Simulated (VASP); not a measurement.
# B2N (P6/mmm) in VASP: further runs

Runs on B2N. Level: PBE. Tasks: single point.

Program: VASP 6.6.1. These are calculated values, not measurements. Logs are shortened: lines on timing, memory, paths and dates and some standing lists are left out, and cuts for length are marked.

## Step 1: The cell of the first run

It takes space group P6/mmm (No. 191, hexagonal). The conventional cell has a = 3.583 Å, b = 3.583 Å, c = 1.759 Å, α = 90.00°, β = 90.00°, γ = 120.00°. B (site symmetry -6m2) has 5 B at 1.76 to 2.07 Å and 3 N at 2.07 Å within 2.3 Å. Within 2.3 Å of N (site symmetry 6/mmm) lie 2 N at 1.76 Å and 6 B at 2.07 Å.

## Step 2: Single point, PBE

Contents of INCAR:

```
SYSTEM = B2N
  PREC = Accurate
  ENCUT = 600
  EDIFF = 1E-6
  ISMEAR = 0
  SIGMA = 0.2
  LREAL = .False.
  LASPH = .True.
  NELM = 120
  ALGO = Normal
  ISIF = 2
  LWAVE = .False.
  LCHARG = .False.
  GGA = PE
  NBANDS = 12
  GGA_COMPAT = .False.
```

Contents of KPOINTS:

```
Automatic mesh
0
Gamma
  5 5 9
  0 0 0
```

Contents of POSCAR:

```
B2N
1.0
    3.5827603286      0.0000000025      0.0000000000
   -1.7913801665      3.1027614590      0.0000000000
    0.0000000000      0.0000000000      1.7594392071
B N
2 1
Direct
    0.3333333333      0.6666666667      0.0000000000
    0.6666666667      0.3333333333      0.0000000000
    0.0000000000      0.0000000000      0.0000000000
```

Potentials or basis: VASP PAW PBE potentials, release 64 (B, N).

Command:

```
$ cat potpaw_PBE.64/B/POTCAR potpaw_PBE.64/N/POTCAR > POTCAR
$ mpirun -np 1 vasp_std > vasp.out
```

OUTCAR:

```text
SYSTEM = B2N
   PREC = Accurate
   ENCUT = 600
   EDIFF = 1E-6
   ISMEAR = 0
   LREAL = .False.
   LASPH = .True.
   NELM = 120
   ISIF = 2
   GGA = PE

 ion  position               nearest neighbor table
   1  0.333  0.667  0.000-   2 2.07   2 2.07   2 2.07
   2  0.667  0.333  0.000-   1 2.07   1 2.07   1 2.07
   3  0.000  0.000  0.000-

  LATTYP: Found a hexagonal cell.
 ALAT       =     3.5827603286
 C/A-ratio  =     0.4910848189

  Lattice vectors:

 A1 = (   3.5827603286,   0.0000000025,   0.0000000000)
 A2 = (  -1.7913801665,   3.1027614590,   0.0000000000)
 A3 = (   0.0000000000,   0.0000000000,   1.7594392071)

Analysis of symmetry for initial positions (statically):
=====================================================================
 Subroutine PRICEL returns:
 Original cell was already a primitive cell.

 Routine SETGRP: Setting up the symmetry group for a
 hexagonal supercell.

 Subroutine GETGRP returns: Found 24 space group operations
 (whereof 24 operations were pure point group operations)
 out of a pool of 24 trial point group operations.

The static configuration has the point symmetry D_6h.

Analysis of symmetry for dynamics (positions and initial velocities):
=====================================================================
 Subroutine PRICEL returns:
 Original cell was already a primitive cell.

 Routine SETGRP: Setting up the symmetry group for a
 hexagonal supercell.

 Subroutine GETGRP returns: Found 24 space group operations
 (whereof 24 operations were pure point group operations)
 out of a pool of 24 trial point group operations.

The dynamic configuration has the point symmetry D_6h.

 Subroutine INISYM returns: Found 24 space group operations
 (whereof 24 operations are pure point group operations),
 and found     1 'primitive' translations

----------------------------------------------------------------------------------------

                                     Primitive cell

  volume of cell :      19.5587

  direct lattice vectors                    reciprocal lattice vectors
     3.582760329  0.000000003  0.000000000     0.279114400  0.161146774  0.000000000
    -1.791380166  3.102761459  0.000000000    -0.000000000  0.322293548  0.000000000
     0.000000000  0.000000000  1.759439207     0.000000000  0.000000000  0.568362917

  length of vectors
     3.582760329  3.582760329  1.759439207     0.322293548  0.322293548  0.568362917

[... 91 lines left out ...]
   PSTRESS=    0.0 pullay stress
   NELECT =      11.0000    total number of electrons
   NUPDOWN=      -1.0000    fix difference up-down
   EMIN   =  10.00;   EMAX   =-10.00  energy-range for DOS
   EFERMI =   0.00;   METHOD = LEGACY
   ISMEAR =     0;   SIGMA  =   0.20  broadening in eV -4-tet -1-fermi 0-gaus
   EFERMI_NEDOS =   21; number of points for ismear=-14 and -15
   IALGO  =     38    algorithm
   IMIX   =      4    mixing-type and parameters
     AMIX     =   0.40;   BMIX     =  1.00
     AMIX_MAG =   1.60;   BMIX_MAG =  1.00
  volume/ion in A,a.u.               =       6.52        44.00
  Fermi-wavevector in a.u.,A,eV,Ry     =   1.351322  2.553629 24.845215  1.826072
  Thomas-Fermi vector in A             =   2.478754
   LORBIT       =      0    0 simple, 1 ext, 2 COOP (PROOUT), +10 PAW based schemes
   GGA     = PE    functional components
   LHFCALC =     F    Hartree Fock is set to
   AEXX    =    0.0000 exact exchange contribution
   IVDW    =     0    specifies the selected vdW correction
   LEPSILON=     F    determine dielectric tensor
   LRPA    =     F    only Hartree local field effects (RPA)
 non-spin polarized calculation
 Gauss-broadening in eV      SIGMA  =   0.20
  energy-cutoff  :      600.00
  volume of cell :       19.56
 maximum number of plane-waves:       669
 NGX is ok and might be reduce to    30

 number of electron      10.9999999 magnetization

 Free energy of the ion-electron system (eV)
  ---------------------------------------------------
  ext. energy  EPLUGINS =         0.00000000
  ---------------------------------------------------
  free energy    TOTEN  =       -16.55021380 eV

  energy without entropy =      -16.51855863  energy(sigma->0) =      -16.53438622

 E-fermi :   7.6130     XC(G=0): -12.7536

 val. band max:        7.5923668299   @ k =   0.2000  -0.0000   0.2222
 cond. band min:       7.8873353945   @ k =   0.4000  -0.0000   0.2222
 fundamental gap:      0.2949685646
 Fermi energy:         7.6129515585

 k-point     1 :       0.0000    0.0000    0.0000
  band No.  band energies     occupation
      1     -12.1820      2.00000
      2      -1.2217      2.00000
      3       1.0818      2.00000
      4       1.0818      2.00000
      5       3.5296      2.00000
      6       3.5296      2.00000
      7       5.8469      2.00000
      8      15.7284      0.00000
      9      17.3572      0.00000
     10      17.3572      0.00000
     11      26.8112      0.00000
     12      29.5622      0.00000
[... 331 lines left out ...]
 k-point    24 :       0.2000    0.2000    0.4444
  band No.  band energies     occupation
      1      -4.1585      2.00000
      2       0.2638      2.00000
      3       2.2607      2.00000
      4       4.0564      2.00000
      5       5.1662      2.00000
      6       6.1484      2.00000
      7      11.1541      0.00000
      8      13.1014      0.00000
      9      14.2173      0.00000
     10      19.4927      0.00000
     11      19.9607      0.00000
     12      20.3986      0.00000

 [... further k-points ...]

------------------------ aborting loop because EDIFF is reached ----------------------------------------

  FORCE on cell =-STRESS in cart. coord.  units (eV):
  Direction    XX          YY          ZZ          XY          YZ          ZX
  --------------------------------------------------------------------------------------
  -------------------------------------------------------------------------------------
  Total       -0.0217691     -0.0217691      0.0061143      0.0000000     -0.0000000     -0.0000000
  in kB       -1.7832462     -1.7832462      0.5008620      0.0000000     -0.0000000     -0.0000000
  external PRESSURE =      -1.0218768 kB  Pullay stress =       0.0000000 kB

 VOLUME and BASIS-vectors are now :
 -----------------------------------------------------------------------------
  energy-cutoff  :      600.00
  volume of cell :       19.56
      direct lattice vectors                 reciprocal lattice vectors
     3.582760329  0.000000003  0.000000000     0.279114400  0.161146774  0.000000000
    -1.791380166  3.102761459  0.000000000    -0.000000000  0.322293548  0.000000000
     0.000000000  0.000000000  1.759439207     0.000000000  0.000000000  0.568362917

 POSITION                                       TOTAL-FORCE (eV/Angst)
 -----------------------------------------------------------------------------------
     -0.00000      2.06851      0.00000         0.000000     -0.000000     -0.000000
      1.79138      1.03425      0.00000        -0.000000      0.000000      0.000000
      0.00000      0.00000      0.00000        -0.000000      0.000000      0.000000
 -----------------------------------------------------------------------------------
    total drift:                                0.000000     -0.000000      0.000000

  FREE ENERGIE OF THE ION-ELECTRON SYSTEM (eV)
  ---------------------------------------------------
  free  energy   TOTEN  =       -16.5502138006 eV

  energy  without entropy=      -16.5185586301  energy(sigma->0) =      -16.53438622
```

Run time: 11 s. Hardware: 1 thread of Intel Xeon 8259CL, shared host; peak memory 0.13 GiB.

Results:

```
Free energy : -16.5502 eV
Pressure    : -0.1 GPa
```

Stress tensor (GPa, compression positive):
```
-0.18  0.00  0.00
 0.00 -0.18  0.00
 0.00  0.00  0.05
```

Levels at points of the mesh, in eV from the Fermi level:
| k point | band 4 | band 5 | band 6 | band 7 | band 8 | band 9 |
| --- | --- | --- | --- | --- | --- | --- |
| (0.00, 0.00, 0.00) | -6.53 | -4.08 | -4.08 | -1.77 | 8.12 | 9.74 |

Caveat: the k points lie up to 0.41 Å⁻¹ apart.

## Step 3: Single point, PBE

This run uses another cell than the first one, of 7.44 Å³/atom, 1.141 times its volume.

Contents of INCAR:

```
PREC = Accurate ; ENCUT = 600
EDIFF = 1E-6 ; ISMEAR = 0
SIGMA = 0.2 ; LREAL = False
LASPH = True ; NELM = 120
ALGO = Normal ; ISIF = 2
LWAVE = False ; LCHARG = False
GGA = PE ; NBANDS = 12
GGA_COMPAT = False
```

Contents of KPOINTS:

```
regular mesh
0
Gamma
  6 6 8
```

Contents of POSCAR:

```
B2N
1.0
    2.9461196936      0.0000000023      0.0000000000
   -1.4730598488      2.5514144961      0.0000000000
    0.0000000000      0.0000000000      2.9697369636
B N
2 1
Direct
    0.3333333333      0.6666666667      0.5000000000
    0.6666666667      0.3333333333      0.5000000000
    0.0000000000      0.0000000000      0.0000000000
```

Potentials or basis: VASP PAW PBE potentials, release 64 (B, N).

Command:

```
$ cat potpaw_PBE.64/B/POTCAR potpaw_PBE.64/N/POTCAR > POTCAR
$ mpirun -np 1 vasp_std > vasp.out
```

Wall time 13 s (1 thread of Intel Xeon 8259CL, shared host); peak memory 0.13 GiB.

It converged, with:

```
Free energy : -15.9939 eV
Pressure    : -0.1 GPa
```

Stress tensor (GPa, compression positive):
```
-0.07  0.00  0.00
 0.00 -0.07  0.00
 0.00  0.00 -0.17
```

Levels at points of the mesh, in eV from the Fermi level:
| k point | band 2 | band 3 | band 4 | band 5 | band 6 | band 7 | band 8 | band 9 |
| --- | --- | --- | --- | --- | --- | --- | --- | --- |
| (0.00, 0.00, 0.00) | -5.70 | -4.68 | -1.68 | -1.68 | -0.07 | -0.07 | 5.58 | 9.42 |
| (0.50, 0.00, 0.00) | -10.50 | -4.95 | -4.06 | -1.96 | 1.34 | 2.43 | 2.48 | 6.13 |
| (0.00, 0.00, 0.50) | -12.42 | -0.79 | -0.79 | 0.52 | 0.52 | 1.00 | 2.07 | 7.63 |
| (0.50, 0.00, 0.50) | -8.89 | -7.39 | -6.81 | -2.17 | -1.71 | 1.34 | 3.05 | 7.02 |

Caveat: the k points lie up to 0.41 Å⁻¹ apart.

## Step 4: Single point, PBE

This run uses another cell than the first one, of 7.47 Å³/atom, 1.145 times its volume.

Contents of INCAR:

```
SYSTEM = B2N
  PREC = Accurate
  ENCUT = 600
  EDIFF = 1E-6
  ISMEAR = 0
  SIGMA = 0.2
  LREAL = .FALSE.
  LASPH = .TRUE.
  NELM = 120
  ALGO = Normal
  ISIF = 2
  LWAVE = .FALSE.
  LCHARG = .FALSE.
  GGA = PE
  NBANDS = 12
  GGA_COMPAT = .FALSE.
```

Contents of KPOINTS:

```
regular mesh
0
G
  8 8 6
  0 0 0
```

Contents of POSCAR:

```
B2N
1.0
    2.9458542045     -0.0000000029      0.0000000000
   -1.4729270997      2.5511845784      0.0000000000
    0.0000000000      0.0000000000      2.9807940908
B N
2 1
Direct
    0.3333333333      0.6666666667      0.0000000000
    0.6666666667      0.3333333333      0.0000000000
    0.0000000000      0.0000000000      0.5000000000
```

Command:

```
$ cat potpaw_PBE.64/B/POTCAR potpaw_PBE.64/N/POTCAR > POTCAR
$ mpirun -np 1 vasp_std > vasp.out
```

It took 15 s on 1 thread of Intel Xeon 8259CL, shared host; peak memory 0.14 GiB.

Results (log left out):

- Free energy: -16.0141 eV
- Pressure: -0.4 GPa

Stress tensor (GPa, compression positive):
```
-0.22  0.00  0.00
 0.00 -0.22  0.00
 0.00  0.00 -0.65
```

Levels at points of the mesh, in eV from the Fermi level:
```
           k point  band 2  band 3  band 4  band 5  band 6  band 7  band 8  band 9
(0.00, 0.00, 0.00)   -5.74   -4.70   -1.64   -1.64   -0.04   -0.04    5.56    9.44
(0.50, 0.00, 0.00)  -10.45   -4.90   -4.07   -1.96    1.29    2.41    2.46    6.15
(0.00, 0.00, 0.50)  -12.40   -0.77   -0.77    0.53    0.53    1.02    2.06    7.66
(0.50, 0.00, 0.50)   -8.86   -7.38   -6.77   -2.15   -1.69    1.34    3.10    7.01
```

## Step 5: Single point, PBE

This run uses another cell than the first one: it holds 6 atoms, not 3.

Contents of INCAR:

```
  ALGO = Normal
  EDIFF = 1E-6
  ENCUT = 600
  GGA = PE
  GGA_COMPAT = False
  ISIF = 2
  ISMEAR = 0
  LASPH = True
  LCHARG = False
  LREAL = False
  LWAVE = False
  NBANDS = 20
  NELM = 120
  PREC = Accurate
  SIGMA = 0.2
```

Contents of KPOINTS:

```
k-points
0
Gamma
  4 4 5
```

Contents of POSCAR:

```
B2N
1.0
    4.8813051930     -0.0000000033      0.0000000000
   -2.4406525936      4.2273343024      0.0000000000
    0.0000000000      0.0000000000      2.7807305608
B N
4 2
Direct
    0.0000000000      0.0000000000      0.5000000000
    0.5000000000      0.0000000000      0.5000000000
    0.0000000000      0.5000000000      0.5000000000
    0.5000000000      0.5000000000      0.5000000000
    0.3333333333      0.6666666667      0.5000000000
    0.6666666667      0.3333333333      0.5000000000
```

Command:

```
$ cat potpaw_PBE.64/B/POTCAR potpaw_PBE.64/N/POTCAR > POTCAR
$ mpirun -np 1 vasp_std > vasp.out
```

It took 28 s on 1 thread of Intel Xeon 8259CL, shared host; peak memory 0.18 GiB.

Results (log left out):

- Free energy: -38.2336 eV
- Pressure: -0.4 GPa
- Band gap on the k mesh: zero (band 11 reaches 4.77 eV, above the bottom of band 12 at 3.99 eV)

Stress tensor (GPa, compression positive):
```
-0.45  0.00  0.00
 0.00 -0.45  0.00
 0.00  0.00 -0.23
```

Levels at points of the mesh, in eV from the Fermi level:
```tsv
k point	band 9	band 10	band 11	band 12	band 13	band 14
(0.00, 0.00, 0.00)	-1.96	-1.82	-1.82	4.13	5.02	5.02
(0.50, 0.00, 0.00)	-3.02	-0.91	-0.36	1.56	2.96	4.61
```

Caveat: the k points lie up to 0.45 Å⁻¹ apart.

## Step 6: Summary

```csv
cell,k mesh,gap on the mesh (eV),pressure (GPa)
"a = 3.583, b = 3.583, c = 1.759 Å, angles 90.0, 90.0, 120.0°, 3 atoms",5 × 5 × 9,none,-0.1
"a = 2.946, b = 2.946, c = 2.970 Å, angles 90.0, 90.0, 120.0°, 3 atoms",6 × 6 × 8,none,-0.1
"a = 2.946, b = 2.946, c = 2.981 Å, angles 90.0, 90.0, 120.0°, 3 atoms",8 × 8 × 6,none,-0.4
"a = 4.881, b = 4.881, c = 2.781 Å, angles 90.0, 90.0, 120.0°, 6 atoms",4 × 4 × 5,none,-0.4
```

Alike in all rows: task single point; level PBE; potentials or basis VASP PAW PBE potentials, release 64 (B, N); no spin polarisation; cutoff (eV) 600; smearing gaussian 0.2 eV.

Caveats: some runs use coarse meshes.

Absolute energies hang on the potentials; compare differences alone.
